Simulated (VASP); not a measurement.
# Cd48Se49 (a cell with a defect) in VASP: single point with PBEsol

Aim: the single point of Cd48Se49 (a cell with a defect) with PBEsol.

All numbers are computed with VASP 6.6.1; they aren't measurements. Logs are shortened: lines on timing, memory, paths and dates and some standing lists are left out, and cuts for length are marked.

## Step 1: The cell of the first run

The cell holds a defect, 97 atoms: a = 12.907 Å, b = 14.903 Å, c = 14.042 Å, α = 90.00°, β = 90.00°, γ = 90.00°.

## Step 2: Single point, PBEsol

INCAR

```
SYSTEM = Cd48Se49
ALGO = Normal
EDIFF = 1E-6
ENCUT = 520
GGA = PS
ISIF = 2
ISMEAR = -1
ISYM = 0
LASPH = .True.
LCHARG = .False.
LREAL = Auto
LUSENCCL = .False.
LWAVE = .False.
NBANDS = 489
NELECT = 872.0
NELM = 80
PREC = Accurate
SIGMA = 0.05
```

KPOINTS

```
Automatic mesh
0
Gamma
  1 1 1
  0.25 0.25 0.25
```

POSCAR

```
Cd48Se49
1.0
   12.9066740000      0.0000000000      0.0000000000
    0.0000000000     14.9033430000      0.0000000000
    0.0000000000      0.0000000000     14.0415350000
Cd Se
48 49
Direct
    0.0010570000      0.1637600000      0.0061460000
    0.9990030000      0.1704840000      0.5012910000
    0.3318530000      0.1637040000      0.0059370000
    0.3338030000      0.1701740000      0.5013720000
    0.1663760000      0.4206490000      0.0091370000
    0.1666900000      0.4130700000      0.4975050000
    0.9970150000      0.6645530000      0.9929960000
    0.9998330000      0.6668430000      0.4980170000
    0.6665070000      0.1696870000      0.9971780000
    0.6664060000      0.1661850000      0.4990640000
    0.5012010000      0.4174140000      0.9929670000
    0.5085290000      0.4217500000      0.5094530000
    0.3361330000      0.6646050000      0.9927860000
    0.3329270000      0.6669280000      0.4982610000
    0.1666110000      0.9122260000      0.0002010000
    0.1664720000      0.9182420000      0.5017220000
    0.8317320000      0.4174910000      0.9929200000
    0.8244730000      0.4221200000      0.5100330000
    0.6665300000      0.6666100000      0.9909780000
    0.6663090000      0.6593860000      0.5092280000
    0.4972750000      0.9200480000      0.0044800000
    0.5030290000      0.9140400000      0.5005690000
    0.8357620000      0.9199780000      0.0043980000
    0.8300040000      0.9140870000      0.5007030000
    0.1664710000      0.0816550000      0.2540260000
    0.1666320000      0.0681580000      0.7527440000
    0.9959790000      0.3350860000      0.2532030000
    0.0192680000      0.3220570000      0.7636990000
    0.5008930000      0.0840910000      0.2534870000
    0.4984720000      0.0926540000      0.7491120000
    0.3367690000      0.3351500000      0.2528810000
    0.3137750000      0.3222010000      0.7639170000
    0.1664990000      0.5859890000      0.2513450000
    0.1665190000      0.5840770000      0.7448110000
    0.9999390000      0.8316150000      0.2509510000
    0.9934080000      0.8277420000      0.7477530000
    0.8319070000      0.0840530000      0.2535870000
    0.8346430000      0.0926880000      0.7491630000
    0.6664550000      0.3329540000      0.2457190000
    0.6664520000      0.3470080000      0.7368400000
    0.4983840000      0.5843580000      0.2437100000
    0.5166950000      0.5758500000      0.7334060000
    0.3328940000      0.8314480000      0.2509510000
    0.3401680000      0.8275060000      0.7474900000
    0.8345500000      0.5843220000      0.2436950000
    0.8167080000      0.5764510000      0.7333840000
    0.6664400000      0.8299860000      0.2502980000
    0.6666920000      0.8594650000      0.7619070000
    0.0001200000      0.1664230000      0.1933750000
    0.0090520000      0.1611080000      0.6890680000
    0.3328070000      0.1664370000      0.1931970000
    0.3240810000      0.1612180000      0.6891510000
    0.1663480000      0.4173750000      0.1956880000
    0.1664600000      0.4171250000      0.6857340000
    0.0018620000      0.6676620000      0.1813250000
    0.9940670000      0.6620060000      0.6859460000
    0.6664780000      0.1649100000      0.1850790000
    0.6665890000      0.1723830000      0.6873170000
    0.5001880000      0.4168400000      0.1818680000
    0.4743520000      0.4003490000      0.6999190000
    0.3311800000      0.6675530000      0.1811450000
    0.3393520000      0.6615620000      0.6861620000
    0.1665210000      0.9159580000      0.1884100000
    0.1667970000      0.9044390000      0.6887550000
    0.8328370000      0.4167920000      0.1818500000
    0.8585830000      0.4008810000      0.7005450000
    0.6664760000      0.6663740000      0.1801340000
    0.6665820000      0.6991590000      0.7005650000
    0.4993550000      0.9170360000      0.1917840000
    0.4962010000      0.9259630000      0.6881150000
    0.8335490000      0.9170790000      0.1917170000
    0.8372550000      0.9259510000      0.6882300000
    0.1662770000      0.0851150000      0.4411230000
    0.1663260000      0.0798220000      0.9408400000
    0.9934870000      0.3366350000      0.4404440000
    0.0044450000      0.3309260000      0.9491680000
    0.4985470000      0.0817670000      0.4405330000
    0.4986570000      0.0853280000      0.9379400000
    0.3392580000      0.3361720000      0.4401560000
    0.3282250000      0.3310080000      0.9493620000
    0.1663980000      0.5824250000      0.4383550000
    0.1664710000      0.5827270000      0.9342290000
    0.0003970000      0.8349270000      0.4384640000
    0.9978590000      0.8333790000      0.9365190000
    0.8342370000      0.0818030000      0.4406290000
    0.8341980000      0.0853010000      0.9379870000
    0.6665910000      0.3281960000      0.4306470000
    0.6664120000      0.3338580000      0.9300640000
    0.4942280000      0.5864720000      0.4282990000
    0.5014030000      0.5824720000      0.9270830000
    0.3323860000      0.8349280000      0.4384630000
    0.3351720000      0.8334090000      0.9363240000
    0.8381890000      0.5866040000      0.4282350000
    0.8315770000      0.5825740000      0.9271420000
    0.6664870000      0.8275630000      0.4382720000
    0.6664110000      0.8398890000      0.9474720000
    0.6663220000      0.5037850000      0.6057480000
```

Potentials or basis: VASP PAW PBE potentials, release 64 (Cd, Se).

Command:

```bash
$ cat potpaw_PBE.64/Cd/POTCAR potpaw_PBE.64/Se/POTCAR > POTCAR
$ mpirun -np 1 vasp_std > vasp.out
```

OUTCAR:

```text
SYSTEM = Cd48Se49
   EDIFF = 1E-6
   ENCUT = 520
   GGA = PS
   ISIF = 2
   ISMEAR = -1
   ISYM = 0
   LASPH = .True.
   LREAL = Auto
   NELECT = 872.0
   NELM = 80
   PREC = Accurate

 ion  position               nearest neighbor table
   1  0.001  0.164  0.006-  76 2.62  49 2.63  86 2.63  74 2.64
   2  0.999  0.170  0.501-  75 2.62  50 2.64  73 2.64  85 2.64
   3  0.332  0.164  0.006-  80 2.62  78 2.63  51 2.63  74 2.64
   4  0.334  0.170  0.501-  79 2.62  52 2.64  77 2.64  73 2.65
   5  0.166  0.421  0.009-  80 2.62  53 2.62  76 2.62  82 2.63
   6  0.167  0.413  0.498-  79 2.63  75 2.63  54 2.64  81 2.66
   7  0.997  0.665  0.993-  94 2.63  82 2.64  84 2.64  55 2.65
   8  1.000  0.667  0.498-  93 2.60  81 2.63  56 2.64  83 2.64
   9  0.667  0.170  0.997-  88 2.62  86 2.64  78 2.64  57 2.64
  10  0.666  0.166  0.499-  87 2.60  85 2.64  77 2.64  58 2.64
  11  0.501  0.417  0.993-  88 2.62  90 2.63  80 2.65  59 2.65
  12  0.509  0.422  0.509-  87 2.71  79 2.71  89 2.71  60 2.73  97 2.73
  13  0.336  0.665  0.993-  90 2.63  92 2.64  82 2.64  61 2.65
  14  0.333  0.667  0.498-  89 2.60  81 2.63  91 2.64  62 2.64
  15  0.167  0.912  0.000-  92 2.63  84 2.63  74 2.63  63 2.64
  16  0.166  0.918  0.502-  73 2.63  91 2.63  83 2.63  64 2.63
  17  0.832  0.417  0.993-  88 2.62  94 2.63  76 2.65  65 2.65
[... 77 lines left out ...]
  95  0.666  0.828  0.438-  22 2.62  24 2.62  47 2.64  20 2.70
  96  0.666  0.840  0.947-  21 2.61  23 2.62  48 2.62  19 2.65
  97  0.666  0.504  0.606-  20 2.69  18 2.73  12 2.73  42 2.85  46 2.86  40 2.97

IMPORTANT INFORMATION: All symmetrisations will be switched off!
NOSYMM: (Re-)initialisation of all symmetry stuff for point group C_1.

----------------------------------------------------------------------------------------

                                     Primitive cell

  volume of cell :    2700.9256

  direct lattice vectors                    reciprocal lattice vectors
    12.906674000  0.000000000  0.000000000     0.077479295  0.000000000  0.000000000
     0.000000000 14.903343000  0.000000000     0.000000000  0.067099039  0.000000000
     0.000000000  0.000000000 14.041535000     0.000000000  0.000000000  0.071217285

  length of vectors
    12.906674000 14.903343000 14.041535000     0.077479295  0.067099039  0.071217285

  position of ions in fractional coordinates (direct lattice)
     0.001057000  0.163760000  0.006146000
     0.999003000  0.170484000  0.501291000
     0.331853000  0.163704000  0.005937000
     0.333803000  0.170174000  0.501372000
     0.166376000  0.420649000  0.009137000
     0.166690000  0.413070000  0.497505000
[... 89 lines left out ...]
     0.666411000  0.839889000  0.947472000
     0.666322000  0.503785000  0.605748000
[... 157 lines left out ...]
   ISIF   =      2    stress and relaxation
   ISYM   =      0    0-nonsym 1-usesym 2-fastsym
   POTIM  = 0.5000    time-step for ionic-motion
   TEBEG  =    0.0;   TEEND  =   0.0 temperature during run
   PSTRESS=    0.0 pullay stress
   NELECT =     872.0000    total number of electrons
   NUPDOWN=      -1.0000    fix difference up-down
   EMIN   =  10.00;   EMAX   =-10.00  energy-range for DOS
   EFERMI =   0.00;   METHOD = LEGACY
   ISMEAR =    -1;   SIGMA  =   0.05  broadening in eV -4-tet -1-fermi 0-gaus
   EFERMI_NEDOS =   21; number of points for ismear=-14 and -15
   IALGO  =     38    algorithm
   IMIX   =      4    mixing-type and parameters
     AMIX     =   0.40;   BMIX     =  1.00
     AMIX_MAG =   1.60;   BMIX_MAG =  1.00
  volume/ion in A,a.u.               =      27.84       187.90
  Fermi-wavevector in a.u.,A,eV,Ry     =   1.123077  2.122307 17.161048  1.261301
  Thomas-Fermi vector in A             =   2.259741
   LORBIT       =      0    0 simple, 1 ext, 2 COOP (PROOUT), +10 PAW based schemes
   GGA     = PS    functional components
   LHFCALC =     F    Hartree Fock is set to
   AEXX    =    0.0000 exact exchange contribution
   IVDW    =     0    specifies the selected vdW correction
   LEPSILON=     F    determine dielectric tensor
   LRPA    =     F    only Hartree local field effects (RPA)
 non-spin polarized calculation
  energy-cutoff  :      520.00
  volume of cell :     2700.93
 maximum number of plane-waves:     72745
   NGX = 47   NGY = 55   NGZ = 53

 number of electron     871.9999980 magnetization

 Free energy of the ion-electron system (eV)
  ---------------------------------------------------
  ext. energy  EPLUGINS =         0.00000000
  ---------------------------------------------------
  free energy    TOTEN  =      -294.62045470 eV

  energy without entropy =     -294.61976866  energy(sigma->0) =     -294.62011168

 E-fermi :   1.9976     XC(G=0):  -9.1631

 val. band max:        1.5984424381   @ k =   0.2500  -0.2500  -0.2500
 cond. band min:       2.3885473375   @ k =  -0.2500   0.2500  -0.2500
 fundamental gap:      0.7901048994
 Fermi energy:         1.9975964656

 k-point     1 :       0.2500    0.2500    0.2500
  band No.  band energies     occupation
      1     -11.7627      2.00000
      2     -11.6567      2.00000
      3     -11.6528      2.00000
      4     -11.6456      2.00000
      5     -11.5550      2.00000
      6     -11.5512      2.00000
[... 1793 lines left out ...]
    447       3.7732      0.00000
    448       3.7814      0.00000
 [bands above 448 left out]

------------------------ aborting loop because EDIFF is reached ----------------------------------------

  FORCE on cell =-STRESS in cart. coord.  units (eV):
  Direction    XX          YY          ZZ          XY          YZ          ZX
  --------------------------------------------------------------------------------------
  -------------------------------------------------------------------------------------
  Total       24.4891178     25.5551223     22.8365031     -0.1800655     -0.0924648     -0.0992515
  in kB       14.5268382     15.1591874     13.5465143     -0.1068140     -0.0548497     -0.0588756
  external PRESSURE =      14.4108466 kB  Pullay stress =       0.0000000 kB

 VOLUME and BASIS-vectors are now :
 -----------------------------------------------------------------------------
  energy-cutoff  :      520.00
  volume of cell :     2700.93
      direct lattice vectors                 reciprocal lattice vectors
    12.906674000  0.000000000  0.000000000     0.077479295  0.000000000  0.000000000
     0.000000000 14.903343000  0.000000000     0.000000000  0.067099039  0.000000000
     0.000000000  0.000000000 14.041535000     0.000000000  0.000000000  0.071217285

 POSITION                                       TOTAL-FORCE (eV/Angst)
 -----------------------------------------------------------------------------------
      0.01364      2.44057      0.08630        -0.004868     -0.003007     -0.001029
     12.89381      2.54078      7.03890        -0.001849      0.002749     -0.004578
      4.28312      2.43974      0.08336        -0.005751     -0.004181      0.001328
      4.30829      2.53616      7.04003        -0.004462      0.001770     -0.005092
      2.14736      6.26908      0.12830        -0.008216      0.009314      0.003405
      2.15141      6.15612      6.98573        -0.006611     -0.002039     -0.008376
[... 89 lines left out ...]
      8.60115     12.51715     13.30396         0.006865     -0.002265      0.011680
      8.60000      7.50808      8.50563        -0.000407     -0.004413     -0.001948
 -----------------------------------------------------------------------------------
    total drift:                               -0.024808     -0.017832      0.000399

  FREE ENERGIE OF THE ION-ELECTRON SYSTEM (eV)
  ---------------------------------------------------
  free  energy   TOTEN  =      -294.6204547044 eV

  energy  without entropy=     -294.6197686588  energy(sigma->0) =     -294.62011168
```

It took 7.2 min on 1 × NVIDIA H100 80GB with 1 thread of AMD EPYC 7R13 (Zen 3), shared host; peak memory 4.3 GiB.

Results:

| Item | Value |
| --- | --- |
| Free energy | -294.6205 eV |
| Largest force | 0.031 eV/Å |

Forces in eV/Å, atoms in the order of the input:
```
Cd  -0.005 -0.003 -0.001
Cd  -0.002  0.003 -0.005
Cd  -0.006 -0.004  0.001
Cd  -0.004  0.002 -0.005
Cd  -0.008  0.009  0.003
Cd  -0.007 -0.002 -0.008
Cd  -0.003  0.000  0.008
Cd   0.003  0.003  0.003
Cd  -0.005  0.000  0.003
Cd  -0.002 -0.004  0.009
Cd  -0.001  0.000  0.003
Cd  -0.021 -0.010 -0.004
Cd  -0.006  0.000  0.009
Cd  -0.010  0.002  0.006
Cd  -0.004 -0.002  0.003
Cd  -0.006  0.000 -0.002
Cd  -0.005 -0.001  0.002
Cd   0.016 -0.016 -0.009
Cd  -0.004  0.001  0.000
Cd  -0.003  0.031  0.000
Cd  -0.011  0.001  0.001
Cd  -0.003  0.001 -0.002
Cd   0.000  0.003  0.002
Cd  -0.003 -0.001 -0.002
Cd   0.003 -0.004 -0.002
Cd   0.000 -0.007  0.007
Cd   0.004  0.000  0.004
Cd  -0.001 -0.008  0.006
Cd   0.006  0.001 -0.001
Cd   0.005  0.005  0.005
Cd   0.001 -0.002  0.004
Cd  -0.008 -0.010  0.005
Cd   0.002  0.006 -0.001
Cd   0.000  0.006  0.005
Cd   0.003 -0.001  0.000
Cd  -0.006 -0.003  0.003
Cd  -0.001  0.002  0.000
Cd  -0.003  0.002  0.005
Cd   0.002  0.002 -0.008
Cd   0.003 -0.015  0.007
Cd   0.003 -0.002 -0.004
Cd  -0.011  0.009  0.009
Cd   0.003 -0.002 -0.002
Cd   0.006 -0.004  0.006
Cd   0.001 -0.002 -0.011
Cd   0.008  0.006  0.008
Cd   0.002  0.000 -0.001
Cd   0.002  0.011  0.002
Se  -0.001 -0.010  0.004
Se  -0.006 -0.004  0.001
Se  -0.008 -0.013  0.000
Se   0.000 -0.007 -0.001
Se  -0.001 -0.012 -0.001
Se   0.004 -0.007 -0.010
Se  -0.002 -0.006 -0.004
Se  -0.002 -0.009  0.003
Se  -0.009  0.003 -0.002
Se  -0.003  0.015  0.003
Se  -0.003  0.001 -0.008
Se  -0.013 -0.010  0.008
Se  -0.003 -0.002 -0.002
Se  -0.005  0.004  0.000
Se  -0.002 -0.002 -0.008
Se  -0.002 -0.015  0.007
Se  -0.005  0.001 -0.006
Se   0.011 -0.010 -0.005
Se   0.001  0.006 -0.005
Se  -0.004  0.020 -0.008
Se   0.000 -0.001 -0.007
Se  -0.011  0.004 -0.007
Se  -0.003 -0.002 -0.005
Se   0.008  0.006 -0.006
Se   0.005  0.001  0.010
Se   0.006 -0.004 -0.001
Se  -0.004 -0.004  0.004
Se   0.001  0.006  0.004
Se   0.002  0.004  0.006
Se   0.009 -0.002 -0.003
Se   0.019  0.011  0.003
Se   0.012  0.003 -0.002
Se   0.000 -0.001  0.008
Se   0.006  0.011 -0.002
Se   0.005  0.001 -0.004
Se  -0.002  0.010 -0.009
Se   0.004  0.005  0.003
Se   0.004 -0.002 -0.003
Se   0.004  0.008  0.002
Se   0.007 -0.003 -0.010
Se   0.022 -0.008 -0.002
Se   0.011  0.006 -0.005
Se   0.010  0.000 -0.002
Se   0.012  0.014 -0.006
Se  -0.006 -0.009  0.005
Se  -0.001  0.012 -0.004
Se   0.001 -0.004 -0.004
Se   0.007 -0.002  0.012
Se   0.000 -0.004 -0.002
```

Caveat: the cell carries a net charge on a neutralising background, which shifts energy and pressure; the cell is charged against a uniform background, so pressure and absolute levels hang on convention; the PAW data sets were made with another functional, which shifts forces and pressure a little.
